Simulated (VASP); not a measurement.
Wanted: the native input for a VASP 6.6.1 run.

```
Task                   : single point
Functional             : PBEsol
Potentials or basis    : VASP PAW PBE potentials, release 64 (P, In_d)
Cutoff                 : 520 eV
k mesh                 : 8 × 8 × 1
Occupations            : gaussian, width 0.05 eV
Spin                   : no spin polarisation
Dipole correction      : yes
Further INCAR settings : ALGO = Normal; EDIFF = 1e-06; NBANDS = 38
```

The structure of In3P4 lies in POSCAR:

```
In3P4
1.0
    4.1565024009      0.0000000000      0.0000000000
    0.0000000000      4.1565024009      0.0000000000
    0.0000000000      0.0000000000     23.8172731011
P In
4 3
Direct
    0.0000000000      0.5000000000      0.3148975102
    0.5000000000      0.0000000000      0.4382991701
    0.0000000000      0.5000000000      0.5617008299
    0.5000000000      0.0000000000      0.6851024898
    0.5000000000      0.5000000000      0.3765983402
    0.0000000000      0.0000000000      0.5000000000
    0.5000000000      0.5000000000      0.6234016598
```

The input as run:

INCAR

```
PREC = Accurate
ENCUT = 520
EDIFF = 1E-6
ISMEAR = 0
SIGMA = 0.05
LREAL = F
LASPH = T
NELM = 100
ALGO = Normal
ISIF = 2
LWAVE = F
LCHARG = T
LDIPOL = T
IDIPOL = 3
DIPOL = 0.5 0.5 0.500
GGA = PS
LELF = T
LVHAR = T
LVACPOTAV = T
NBANDS = 38
```

KPOINTS

```
regular mesh
0
Gamma
  8 8 1
```

Potentials or basis: VASP PAW PBE potentials, release 64 (P, In_d).

Run with:

```bash
$ cat potpaw_PBE.64/P/POTCAR potpaw_PBE.64/In_d/POTCAR > POTCAR
$ mpirun -np 1 vasp_std > vasp.out
```

It gave:

| Item | Value |
| --- | --- |
| Largest force | 0.439 eV/Å |

Caveat: the PAW data sets were made with another functional, which shifts forces and pressure a little.

Run time: 4.1 min on 1 thread of Intel Xeon 6975P-C (shared host), peak memory 0.52 GiB.
